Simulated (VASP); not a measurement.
# W12C in VASP: relaxation of the atoms with PBE

Aim: the relaxation of the atoms of W12C with PBE.

Everything below comes from runs of VASP 6.6.1. Logs are shortened: lines on timing, memory, paths and dates and some standing lists are left out, and cuts for length are marked.

### 1 The cell of the first run

The cell holds a slab with vacuum, 13 atoms: a = 5.514 Å, b = 5.514 Å, c = 19.856 Å, α = 90.00°, β = 90.00°, γ = 109.47°.

### 2 Relaxation of the atoms, PBE

File INCAR:

```
SYSTEM = W12C
  PREC = Accurate
  ENCUT = 520
  EDIFF = 1E-7
  ISMEAR = 0
  SIGMA = 0.1
  LREAL = .FALSE.
  LASPH = .TRUE.
  NELM = 120
  ALGO = Normal
  ISIF = 2
  LWAVE = .FALSE.
  LCHARG = .FALSE.
  LDIPOL = .TRUE.
  IDIPOL = 3
  DIPOL = 0.5 0.5 0.325
  GGA = PE
  IBRION = 2
  NSW = 36
  EDIFFG = -0.025
  GGA_COMPAT = .FALSE.
  NELMIN = 4
  NELMDL = -8
  KPAR = 8
```

File KPOINTS:

```
regular mesh
0
G
  5 5 1
  0 0 0
```

File POSCAR:

```
W12C
1.0
    5.5143287196      0.0000000000      0.0000000000
   -1.8381095732      5.1989589751      0.0000000000
    0.0000000000      0.0000000000     19.8562160745
W C
12 1
Selective dynamics
Direct
    0.2500000000      0.2500000000      0.2014482510  F F F
    0.2500000000      0.7500000000      0.2014482510  F F F
    0.7500000000      0.2500000000      0.2014482510  F F F
    0.7500000000      0.7500000000      0.2014482510  F F F
    0.0000000000      0.0000000000      0.3111437104  F F F
    0.0000000000      0.5000000000      0.3111437104  F F F
    0.5000000000      0.0000000000      0.3111437104  F F F
    0.5000000000      0.5000000000      0.3111437104  F F F
    0.2500000000      0.2500000000      0.4208362783  F F F
    0.2500000000      0.7500000000      0.4208362783  F F F
    0.7500000000      0.2500000000      0.4208362783  F F F
    0.7500000000      0.7500000000      0.4208362783  F F F
    0.5000000000      0.5000000000      0.4852997187  F F T
```

Potentials or basis: VASP PAW PBE potentials, release 64 (W_sv, C).

Launch:

```console
$ cat potpaw_PBE.64/W_sv/POTCAR potpaw_PBE.64/C/POTCAR > POTCAR
$ mpirun -np 8 vasp_std > vasp.out
```

OUTCAR:

```text
SYSTEM = W12C
   PREC = Accurate
   ENCUT = 520
   EDIFF = 1E-7
   ISMEAR = 0
   LREAL = .FALSE.
   LASPH = .TRUE.
   NELM = 120
   ISIF = 2
   GGA = PE
   IBRION = 2
   NSW = 36
   EDIFFG = -0.025
   NELMIN = 4
   NELMDL = -8

 ion  position               nearest neighbor table
   1  0.250  0.250  0.201-   5 2.70   8 2.70   3 2.76   3 2.76   2 2.76   2 2.76   7 3.13   6 3.13
                             4 3.18   4 3.18
   2  0.250  0.750  0.201-   6 2.70   7 2.70   4 2.76   4 2.76   1 2.76   1 2.76   5 3.13   8 3.13
                             3 3.18   3 3.18
   3  0.750  0.250  0.201-   6 2.70   7 2.70   1 2.76   1 2.76   4 2.76   4 2.76   5 3.13   8 3.13
                             2 3.18   2 3.18
   4  0.750  0.750  0.201-   5 2.70   8 2.70   2 2.76   2 2.76   3 2.76   3 2.76   7 3.13   6 3.13
                             1 3.18   1 3.18
   5  0.000  0.000  0.311-   9 2.70  12 2.70   1 2.70   4 2.70   7 2.76   7 2.76   6 2.76   6 2.76
                            11 3.13  10 3.13   3 3.13   2 3.13   8 3.18   8 3.18
   6  0.000  0.500  0.311-  10 2.70  11 2.70   2 2.70   3 2.70   8 2.76   8 2.76   5 2.76   5 2.76
                             9 3.13  12 3.13   1 3.13   4 3.13   7 3.18   7 3.18
   7  0.500  0.000  0.311-  10 2.70  11 2.70   2 2.70   3 2.70   5 2.76   5 2.76   8 2.76   8 2.76
                             9 3.13  12 3.13   1 3.13   4 3.13   6 3.18   6 3.18
   8  0.500  0.500  0.311-   9 2.70  12 2.70   1 2.70   4 2.70   6 2.76   6 2.76   7 2.76   7 2.76
                            11 3.13  10 3.13   3 3.13   2 3.13   5 3.18   5 3.18
   9  0.250  0.250  0.421-  13 2.04   8 2.70   5 2.70  11 2.76  11 2.76  10 2.76  10 2.76   6 3.13
                             7 3.13  12 3.18  12 3.18
  10  0.250  0.750  0.421-  13 2.59   7 2.70   6 2.70  12 2.76  12 2.76   9 2.76   9 2.76   8 3.13
                             5 3.13  11 3.18  11 3.18
  11  0.750  0.250  0.421-  13 2.59   7 2.70   6 2.70   9 2.76   9 2.76  12 2.76  12 2.76   8 3.13
                             5 3.13  10 3.18  10 3.18
  12  0.750  0.750  0.421-  13 2.04   8 2.70   5 2.70  10 2.76  10 2.76  11 2.76  11 2.76   6 3.13
                             7 3.13   9 3.18   9 3.18
  13  0.500  0.500  0.485-   9 2.04  12 2.04  11 2.59  10 2.59

  LATTYP: Found a base centered orthorhombic cell.
 ALAT       =     6.3673983413
 B/A-ratio  =     1.4142135624
 C/A-ratio  =     3.1184190167

  Lattice vectors:

 A1 = (   5.5143287196,   0.0000000000,   0.0000000000)
 A2 = (  -1.8381095732,   5.1989589751,   0.0000000000)
 A3 = (   0.0000000000,   0.0000000000,  19.8562160745)

Analysis of symmetry for initial positions (statically):
=====================================================================
 Subroutine PRICEL returns:
 Original cell was already a primitive cell.

 Routine SETGRP: Setting up the symmetry group for a
 base centered orthorhombic supercell.

 Subroutine GETGRP returns: Found  4 space group operations
[... 159 lines left out ...]
  Fermi-wavevector in a.u.,A,eV,Ry     =   1.098540  2.075939 16.419371  1.206790
  Thomas-Fermi vector in A             =   2.234919
   LORBIT       =      0    0 simple, 1 ext, 2 COOP (PROOUT), +10 PAW based schemes
   GGA     = PE    functional components
   LHFCALC =     F    Hartree Fock is set to
   AEXX    =    0.0000 exact exchange contribution
   IVDW    =     0    specifies the selected vdW correction
   LEPSILON=     F    determine dielectric tensor
   LRPA    =     F    only Hartree local field effects (RPA)
 conjugate gradient relaxation of ions
 non-spin polarized calculation
 Gauss-broadening in eV      SIGMA  =   0.10
  energy-cutoff  :      520.00
  volume of cell :      569.25
 maximum number of plane-waves:     15340
 NGX is ok and might be reduce to    42
   NGX = 21   NGY = 21   NGZ = 73

 dipolmoment           0.000000      0.000000     -0.057260 electrons x Angstroem

--------------------------------------- Ionic step        1  -------------------------------------------

 number of electron     172.0000030 magnetization

 Free energy of the ion-electron system (eV)
  ---------------------------------------------------
  ext. energy  EPLUGINS =         0.00000000
  ---------------------------------------------------
  free energy    TOTEN  =      -152.64048356 eV

  energy without entropy =     -152.58663295  energy(sigma->0) =     -152.61355826

------------------------ aborting loop because EDIFF is reached ----------------------------------------

  FORCE on cell =-STRESS in cart. coord.  units (eV):
  Direction    XX          YY          ZZ          XY          YZ          ZX
  --------------------------------------------------------------------------------------
  -------------------------------------------------------------------------------------
  Total      -11.2602284    -13.4276485      2.6289074     -3.0651949      0.0000000      0.0000000
  in kB      -31.6921900    -37.7924473      7.3991244     -8.6270666      0.0000000      0.0000000
  external PRESSURE =     -20.6951709 kB  Pullay stress =       0.0000000 kB
[... 81 lines left out ...]
--------------------------------------- Ionic step        3  -------------------------------------------

 number of electron     172.0000030 magnetization

 dipolmoment           0.000000      0.000000      0.088313 electrons x Angstroem

 Free energy of the ion-electron system (eV)
  ---------------------------------------------------
  ext. energy  EPLUGINS =         0.00000000
  ---------------------------------------------------
  free energy    TOTEN  =      -152.71726242 eV

  energy without entropy =     -152.66223599  energy(sigma->0) =     -152.68974920

 E-fermi :   0.5859     XC(G=0):  -5.7264

 val. band max:        0.5798004032   @ k =  -0.2000   0.2000   0.0000
 cond. band min:       0.6077671037   @ k =  -0.4000   0.2000   0.0000
 fundamental gap:      0.0279667005
 Fermi energy:         0.5858698811

 k-point     1 :       0.0000    0.0000    0.0000
  band No.  band energies     occupation
      1     -73.5529      2.00000
      2     -73.4745      2.00000
      3     -73.4589      2.00000
      4     -73.4568      2.00000
      5     -73.4558      2.00000
      6     -73.4185      2.00000
[... 898 lines left out ...]
     97       1.8414      0.00000
     98       1.9481      0.00000
 [bands above 98 left out]

------------------------ aborting loop because EDIFF is reached ----------------------------------------

 vacuum level on the upper side and lower side of the slab       (xc-potential included)         0.175        -0.380

  FORCE on cell =-STRESS in cart. coord.  units (eV):
  Direction    XX          YY          ZZ          XY          YZ          ZX
  --------------------------------------------------------------------------------------
  -------------------------------------------------------------------------------------
  Total      -10.1639386    -11.6756673      4.9937467     -2.1379072      0.0000000      0.0000000
  in kB      -28.6066552    -32.8614529     14.0550230     -6.0171925      0.0000000      0.0000000
  external PRESSURE =     -15.8043617 kB  Pullay stress =       0.0000000 kB
[... 28 lines left out ...]
  FREE ENERGIE OF THE ION-ELECTRON SYSTEM (eV)
  ---------------------------------------------------
  free  energy   TOTEN  =      -152.7172624159 eV

  energy  without entropy=     -152.6622359880  energy(sigma->0) =     -152.68974920

 reached required accuracy - stopping structural energy minimisation

 vacuum level on the upper side and lower side of the slab         5.948         5.374
```

It took 17 min on 8 MPI ranks of Intel Xeon Platinum 8375C at 2.90GHz (Ice Lake), shared host; peak memory 0.88 GiB.

Results:

```
Free energy               : -152.7173 eV
Energy gained by relaxing : 5.9 meV/atom
Ionic steps               : 3
Band gap on the k mesh    : zero (bands 86 and 87 overlap by 1.17 eV)
```

The path:
```
step  energy change (eV)  largest force on free atoms (eV/Å)  pressure (GPa)
   1              0.0000                              1.5444           -2.07
   2             -0.0726                              0.3766           -1.70
   3             -0.0768                              0.0019           -1.58
```

Final structure:
```xyz
13
Lattice="5.5143 0.0000 0.0000 -1.8381 5.1990 0.0000 0.0000 0.0000 19.8562" Properties=species:S:1:pos:R:3 pbc="T T T"
W     0.9191    1.2997    4.0000
W     0.0000    3.8992    4.0000
W     3.6762    1.2997    4.0000
W     2.7572    3.8992    4.0000
W     0.0000    0.0000    6.1781
W    -0.9191    2.5995    6.1781
W     2.7572    0.0000    6.1781
W     1.8381    2.5995    6.1781
W     0.9191    1.2997    8.3562
W     0.0000    3.8992    8.3562
W     3.6762    1.2997    8.3562
W     2.7572    3.8992    8.3562
C     1.8381    2.5995    9.5397
```

Levels at points of the mesh, in eV from the Fermi level:
```
           k point  band 82  band 83  band 84  band 85  band 86  band 87  band 88  band 89  band 90  band 91
(0.00, 0.00, 0.00)    -0.02     0.22     0.50     0.65     0.72     1.07     1.34     1.36     1.64     1.69
```

Caveat: spin-orbit coupling is left out, which moves the levels of the heavy elements.

The gap in the log of VASP goes by the Fermi energy; the results here count the filled bands.